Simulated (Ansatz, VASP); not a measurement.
**N: VASP beside Ansatz**

File INCAR:

```
SYSTEM = N
ALGO = Normal ; EDIFF = 1E-6
ENCUT = 520 ; GGA = PS
ISIF = 2 ; ISMEAR = 0
LASPH = .True. ; LCHARG = .True.
LELF = .True. ; LREAL = .False.
LVHAR = .True. ; LWAVE = .False.
NBANDS = 30 ; NELM = 100
PREC = Accurate ; SIGMA = 0.05
```

Contents of KPOINTS:

```
k-points
0
Gamma
  6 6 2
  0 0 0
```

Contents of POSCAR:

```
N
1.0
   -4.6258169325      0.0000000000      0.0000000000
   -2.3129084662     -4.0060749768      0.0000000000
   -0.3854847444      0.6676791628     15.2224973438
N
8
Direct
    0.1929749298      0.4736917369      0.8421504213
    0.2697390388      0.3969276279      0.3815657673
    0.2050173554      0.4616493113      0.7698958677
    0.2817814644      0.3848852023      0.3093112137
    0.6414544266      0.6918789067      0.1512734403
    0.5646903176      0.7686430157      0.6118580943
    0.6534968522      0.6798364811      0.0790188867
    0.5767327432      0.7566005901      0.5396035407
```

Input for Ansatz:

```yaml
crystal:
  lattice:
    - [-4.6258169325, 0.0, 0.0]
    - [-2.3129084662, -4.0060749768, 0.0]
    - [-0.3854847444, 0.6676791628, 15.2224973438]
  atoms:
    - { symbol: "N", position: [0.1929749298, 0.4736917369, 0.8421504213] }
    - { symbol: "N", position: [0.2697390388, 0.3969276279, 0.3815657673] }
    - { symbol: "N", position: [0.2050173554, 0.4616493113, 0.7698958677] }
    - { symbol: "N", position: [0.2817814644, 0.3848852023, 0.3093112137] }
    - { symbol: "N", position: [0.6414544266, 0.6918789067, 0.1512734403] }
    - { symbol: "N", position: [0.5646903176, 0.7686430157, 0.6118580943] }
    - { symbol: "N", position: [0.6534968522, 0.6798364811, 0.0790188867] }
    - { symbol: "N", position: [0.5767327432, 0.7566005901, 0.5396035407] }
basis:
  ecutwfc: 520.0
kpoints:
  mp_grid: { grid: [6, 6, 2] }
hamiltonian:
  xc: pbesol
scf:
  occupations: { method: gaussian, width: 0.05 }
output:
  forces: true
  stress: true
  eigenvalues: true
```

Alike in both runs: task single point; functional PBEsol; k mesh 6 × 6 × 2; occupations gaussian, width 0.05 eV; no spin polarisation.

|  | VASP | Ansatz |
| --- | --- | --- |
| version | VASP 6.6.1 | Ansatz 0.2.0 |
| potentials or method | VASP PAW PBE potentials, release 64 (N), cutoff 520 eV | scalar-relativistic, plane waves, PAW |
| valence electrons in the cell | 40 | 40 |

VASP gave:

```
gap on the k mesh at the Fermi level (eV)                     : 7.43
least direct gap on the mesh (eV)                             : 7.64
pressure (GPa)                                                : 1.4
traceless stress, the component that is largest in VASP (GPa) : 3.07
rms of the force components (eV/Å)                            : 1.090
```

Task: Which values does Ansatz return?

Result: gap on the k mesh at the Fermi level (eV): 7.48; least direct gap on the mesh (eV): 7.68; pressure (GPa): 0.0; traceless stress, the component that is largest in VASP (GPa): -0.01; rms of the force components (eV/Å): 0.005.

VASP's potentials were made for PBE, not for PBEsol. Atom by atom the forces differ by 1.086 eV/Å (rms over components). With one functional, cell and mesh, what is left measures potentials, basis and numerics.

Noted on VASP's run: the standard files for N, O and F lose accuracy on very short bonds.
